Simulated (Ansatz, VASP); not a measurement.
# AgO in VASP and in Ansatz

```xyz
2
Lattice="0.0000 2.3327 2.5660 2.3327 0.0000 2.5660 2.3327 2.3327 0.0000" Properties=species:S:1:pos:R:3 pbc="T T T"
Ag    0.0000    0.0000    0.0000
O     3.4991    3.4991    3.8490
```

Alike in both runs: task single point; functional PBEsol; k mesh 18 × 18 × 18; occupations gaussian, width 0.15 eV; no spin polarisation.

|  | VASP | Ansatz |
| --- | --- | --- |
| version | VASP 6.6.1 | Ansatz 0.2.0 |
| potentials or method | VASP PAW PBE potentials, release 64 (Ag, O), cutoff 520 eV | scalar-relativistic, plane waves, PAW |
| valence electrons in the cell | 17 | 25 |

|  | VASP | Ansatz | Ansatz less VASP |
| --- | --- | --- | --- |
| gap on the k mesh at the Fermi level (eV) | none | none | - |
| pressure (GPa) | 9.9 | 10.2 | +0.24 |
| traceless stress, the component that is largest in VASP (GPa) | 1.72 | 1.73 | +0.010 |

VASP's potentials were made for PBE, not for PBEsol. A gap of «none» marks a metal or a gap that the smearing closes. VASP's potentials hold 17 valence electrons a cell and Ansatz's 25, so a difference there can come from the potentials and not from the codes.
